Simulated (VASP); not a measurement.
# N (P2_13) in VASP: notebook, part 2 of 2

VASP 6.6.1. The steps go on from the part before.

**4. Single point, PBEsol**

This run uses another cell than the first one, of 42.27 Å³/atom, 1.091 times its volume.

INCAR

```
PREC = Accurate ; ENCUT = 600
EDIFF = 1E-6 ; ISMEAR = -1
SIGMA = 0.05 ; LREAL = False
LASPH = True ; NELM = 120
ALGO = Normal ; ISIF = 2
LWAVE = False ; LCHARG = False
GGA = PS ; NBANDS = 18
GGA_COMPAT = False
```

KPOINTS

```
regular mesh
0
Gamma
  3 3 3
```

POSCAR

```
N
1.0
    5.5296509429      0.0000000000      0.0000000000
    0.0000000000      5.5296509429      0.0000000000
    0.0000000000      0.0000000000      5.5296509429
N
4
Direct
    0.4767900000      0.9767900000      0.5232100000
    0.9767900000      0.5232100000      0.4767900000
    0.0232100000      0.0232100000      0.0232100000
    0.5232100000      0.4767900000      0.9767900000
```

Potentials or basis: VASP PAW PBE potentials, release 64 (N).

Command:

```console
$ cat potpaw_PBE.64/N/POTCAR > POTCAR
$ mpirun -np 1 vasp_std > vasp.out
```

OUTCAR:

```text
PREC = Accurate
   ENCUT = 600
   EDIFF = 1E-6
   ISMEAR = -1
   LREAL = False
   LASPH = True
   NELM = 120
   ISIF = 2
   GGA = PS

 ion  position               nearest neighbor table
   1  0.477  0.977  0.523-
   2  0.977  0.523  0.477-
   3  0.023  0.023  0.023-
   4  0.523  0.477  0.977-

  LATTYP: Found a simple cubic cell.
 ALAT       =     5.5296509429

  Lattice vectors:

 A1 = (   5.5296509429,   0.0000000000,   0.0000000000)
 A2 = (   0.0000000000,   5.5296509429,   0.0000000000)
 A3 = (   0.0000000000,   0.0000000000,   5.5296509429)

Analysis of symmetry for initial positions (statically):
=====================================================================
 Subroutine PRICEL returns:
 Original cell was already a primitive cell.

 Routine SETGRP: Setting up the symmetry group for a
 simple cubic supercell.

 Subroutine GETGRP returns: Found 12 space group operations
 (whereof  3 operations were pure point group operations)
 out of a pool of 48 trial point group operations.

The static configuration has the point symmetry C_3 .
 The point group associated with its full space group is T   .

Analysis of symmetry for dynamics (positions and initial velocities):
=====================================================================
 Subroutine PRICEL returns:
 Original cell was already a primitive cell.

 Routine SETGRP: Setting up the symmetry group for a
 simple cubic supercell.

 Subroutine GETGRP returns: Found 12 space group operations
 (whereof  3 operations were pure point group operations)
 out of a pool of 48 trial point group operations.

The dynamic configuration has the point symmetry C_3 .
[... 97 lines left out ...]
   EFERMI =   0.00;   METHOD = LEGACY
   ISMEAR =    -1;   SIGMA  =   0.05  broadening in eV -4-tet -1-fermi 0-gaus
   EFERMI_NEDOS =   21; number of points for ismear=-14 and -15
   IALGO  =     38    algorithm
   IMIX   =      4    mixing-type and parameters
     AMIX     =   0.40;   BMIX     =  1.00
     AMIX_MAG =   1.60;   BMIX_MAG =  1.00
  volume/ion in A,a.u.               =      42.27       285.25
  Fermi-wavevector in a.u.,A,eV,Ry     =   0.803626  1.518632  8.786835  0.645814
  Thomas-Fermi vector in A             =   1.911529
   LORBIT       =      0    0 simple, 1 ext, 2 COOP (PROOUT), +10 PAW based schemes
   GGA     = PS    functional components
   LHFCALC =     F    Hartree Fock is set to
   AEXX    =    0.0000 exact exchange contribution
   IVDW    =     0    specifies the selected vdW correction
   LEPSILON=     F    determine dielectric tensor
   LRPA    =     F    only Hartree local field effects (RPA)
 non-spin polarized calculation
  energy-cutoff  :      600.00
  volume of cell :      169.08
 maximum number of plane-waves:      5646
 NGX is ok and might be reduce to    48
   NGX = 23   NGY = 23   NGZ = 23

 number of electron      20.0000000 magnetization

 Free energy of the ion-electron system (eV)
  ---------------------------------------------------
  ext. energy  EPLUGINS =         0.00000000
  ---------------------------------------------------
  free energy    TOTEN  =        -2.86101415 eV

  energy without entropy =       -2.62279418  energy(sigma->0) =       -2.74190416

 E-fermi :  -5.3335     XC(G=0):  -5.3097

 val. band max:       -5.3339175121   @ k =   0.0000   0.0000   0.0000
 cond. band min:      -5.3292351763   @ k =   0.3333   0.0000   0.0000
 fundamental gap:      0.0046823357
 Fermi energy:        -5.3334973051

 k-point     1 :       0.0000    0.0000    0.0000
  band No.  band energies     occupation
      1     -17.0187      2.00000
      2     -16.7853      2.00000
      3     -16.7853      2.00000
      4     -16.7853      2.00000
      5      -5.8474      1.99993
      6      -5.8474      1.99993
[... 61 lines left out ...]
      5      -5.8775      1.99996
      6      -5.8621      1.99995
[... 10 lines left out ...]
     17       3.0379      0.00000
     18       4.2904      0.00000

------------------------ aborting loop because EDIFF is reached ----------------------------------------

  FORCE on cell =-STRESS in cart. coord.  units (eV):
  Direction    XX          YY          ZZ          XY          YZ          ZX
  --------------------------------------------------------------------------------------
  -------------------------------------------------------------------------------------
  Total       -4.8081336     -4.8081336     -4.8081336     -0.0000000     -0.0000000     -0.0000000
  in kB      -45.5610744    -45.5610744    -45.5610744     -0.0000000     -0.0000000     -0.0000000
  external PRESSURE =     -45.5610744 kB  Pullay stress =       0.0000000 kB

 VOLUME and BASIS-vectors are now :
 -----------------------------------------------------------------------------
  energy-cutoff  :      600.00
  volume of cell :      169.08
      direct lattice vectors                 reciprocal lattice vectors
     5.529650943  0.000000000  0.000000000     0.180843241  0.000000000  0.000000000
     0.000000000  5.529650943  0.000000000     0.000000000  0.180843241  0.000000000
     0.000000000  0.000000000  5.529650943     0.000000000  0.000000000  0.180843241

 POSITION                                       TOTAL-FORCE (eV/Angst)
 -----------------------------------------------------------------------------------
      2.63648      5.40131      2.89317        -0.195602     -0.195602      0.195602
      5.40131      2.89317      2.63648        -0.195602      0.195602     -0.195602
      0.12834      0.12834      0.12834         0.195602      0.195602      0.195602
      2.89317      2.63648      5.40131         0.195602     -0.195602     -0.195602
 -----------------------------------------------------------------------------------
    total drift:                               -0.000000     -0.000000      0.000000

  FREE ENERGIE OF THE ION-ELECTRON SYSTEM (eV)
  ---------------------------------------------------
  free  energy   TOTEN  =        -2.8610141475 eV

  energy  without entropy=       -2.6227941753  energy(sigma->0) =       -2.74190416
```

Wall time 7.7 s (1 thread of Intel Xeon 6975P-C (Granite Rapids), shared host); peak memory 0.29 GiB.

Results:

- Free energy: -2.8610 eV
- Pressure: -4.6 GPa
- Largest force: 0.339 eV/Å
- Band gap on the k mesh: zero (band 10 reaches -5.28 eV, above the bottom of band 11 at -5.32 eV)

Forces in eV/Å, atoms in the order of the input:
```
N   -0.196 -0.196  0.196
N   -0.196  0.196 -0.196
N    0.196  0.196  0.196
N    0.196 -0.196 -0.196
```

Caveat: the k points lie up to 0.38 Å⁻¹ apart; the PAW data sets were made with another functional, which shifts forces and pressure a little.

**5. Overview**

| cell | gap on the mesh (eV) | pressure (GPa) | largest force (eV/Å) |
| --- | --- | --- | --- |
| a = 5.372 Å, 4 atoms | none | -5.7 | 0.40 |
| a = 5.452 Å, 4 atoms | none | -5.1 | 0.37 |
| a = 5.530 Å, 4 atoms | none | -4.6 | 0.34 |

Alike in all rows: task single point; level PBEsol; potentials or basis VASP PAW PBE potentials, release 64 (N); no spin polarisation; k mesh 3 × 3 × 3; cutoff (eV) 600; smearing fermi-dirac 0.05 eV.

Caveats: all runs use coarse meshes; the PAW data sets were made with another functional, which shifts forces and pressure a little.

Absolute energies hang on the potentials; compare differences alone.
